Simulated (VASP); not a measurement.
**SrO: single point with PBE**

SrO:

```
CELL_PARAMETERS angstrom
0.00000 2.69829 2.63404
2.69829 0.00000 2.63404
2.69829 2.69829 0.00000
ATOMIC_POSITIONS crystal
Sr 0.00000 0.00000 0.00000
O 0.50000 0.50000 0.50000
```

This cell differs from its parent crystal: strain +0.050 along x and y, +0.025 along z.

```json
{
  "Program": "VASP 6.6.1",
  "Task": "single point",
  "Functional": "PBE",
  "Potentials or basis": "VASP PAW PBE potentials, release 64 (Sr_sv, O)",
  "Cutoff": "520 eV",
  "k mesh": "8 × 8 × 8",
  "Occupations": "gaussian, width 0.05 eV",
  "Spin": "no spin polarisation",
  "Dipole correction": "no",
  "Further INCAR settings": "ALGO = Normal; EDIFF = 1e-06; NBANDS = 15"
}
```

The pressure is -5.8 GPa and the band gap on the k mesh is 3.13 eV, direct.

Stress tensor (GPa, compression positive):
```
-6.37  0.00  0.00
 0.00 -6.37  0.00
 0.00  0.00 -4.70
```

Levels at points of the mesh, in eV from the valence-band top:
| k point | band 6 | band 7 | band 8 | band 9 | band 10 | band 11 |
| --- | --- | --- | --- | --- | --- | --- |
| (0.00, 0.00, 0.00) | -0.06 | -0.06 | 0.00 | 3.13 | 5.84 | 5.84 |
| (0.50, 0.00, 0.00) | -1.99 | -0.97 | -0.96 | 5.99 | 7.47 | 8.10 |
| (0.50, 0.50, 0.00) | -0.56 | -0.22 | -0.22 | 3.21 | 6.91 | 9.33 |
| (0.50, 0.00, 0.50) | -0.67 | -0.21 | -0.14 | 3.29 | 6.88 | 9.26 |

Wall time 43 s on 1 thread of AMD EPYC 9R45, on a shared host, peak memory 0.15 GiB.

Caveat: the cell differs from its parent crystal (strain +0.050 along x and y, +0.025 along z). A k mesh can miss the band edges.
